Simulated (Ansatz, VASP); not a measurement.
Bi: VASP beside Ansatz

INCAR

```
PREC = Accurate
ENCUT = 520
EDIFF = 1E-7
ISMEAR = 1
SIGMA = 0.01
LREAL = False
LASPH = True
NELM = 80
ALGO = Normal
ISIF = 2
LWAVE = False
LCHARG = False
GGA = CA
NBANDS = 22
```

KPOINTS

```
regular mesh
0
Gamma
  9 9 9
```

The input POSCAR:

```
Bi
1.0
    2.2451514826      1.2962388128      3.8388382945
   -2.2451514826      1.2962388128      3.8388382945
    0.0000000000     -2.5924776257      3.8388382945
Bi
2
Direct
    0.2371145469      0.2371145469      0.2371145469
    0.7628854531      0.7628854531      0.7628854531
```

Input for Ansatz:

```yaml
crystal:
  lattice:
    - [2.2451514826, 1.2962388128, 3.8388382945]
    - [-2.2451514826, 1.2962388128, 3.8388382945]
    - [0.0, -2.5924776257, 3.8388382945]
  atoms:
    - { symbol: Bi, position: [0.2371145469, 0.2371145469, 0.2371145469] }
    - { symbol: Bi, position: [0.7628854531, 0.7628854531, 0.7628854531] }
hamiltonian:
  xc: lda
  pseudopotentials:
    kind: paw
    azcp:
      Bi: "pseudopotentials/Bi.paw.azcp"
basis:
  ecutwfc: 420
  fft_grid_basis: typed
kpoints:
  mp_grid: { grid: [9, 9, 9], shift: [0, 0, 0] }
magnetization:
  spin_polarized: false
scf:
  occupations: { method: cold, width: 0.01 }
  lower_state_search: "off"
output:
  stress: true
  write_density: true
  write_potential: true
  elf: true
  volumetric_format: npy
```

Alike in both runs: task single point; functional LDA; k mesh 9 × 9 × 9; no spin polarisation.

```csv
,VASP,Ansatz
version,VASP 6.6.1,Ansatz 0.2.0
potentials or method,"VASP PAW LDA potentials, release 64 (Bi_d), cutoff 520 eV","plane waves (420 eV) with PAW, scalar-relativistic"
occupations,"methfessel-paxton of order 1, width 0.01 eV","cold, width 0.01 eV"
valence electrons in the cell,30,30
```

Ansatz gave:

| Property | Result |
| --- | --- |
| pressure (GPa) | 0.0 |
| traceless stress, the component that is largest in VASP (GPa) | -0.05 |

Problem. Which values does VASP return?

Solution. Pressure (GPa): 0.1; traceless stress, the component that is largest in VASP (GPa): -0.07.

Ansatz warns that its potentials were made for another functional, while VASP's fit it. LDA's correlation is that of Perdew and Zunger in VASP and of Perdew and Wang (1992) in Ansatz.

Neither program's run includes spin-orbit coupling.
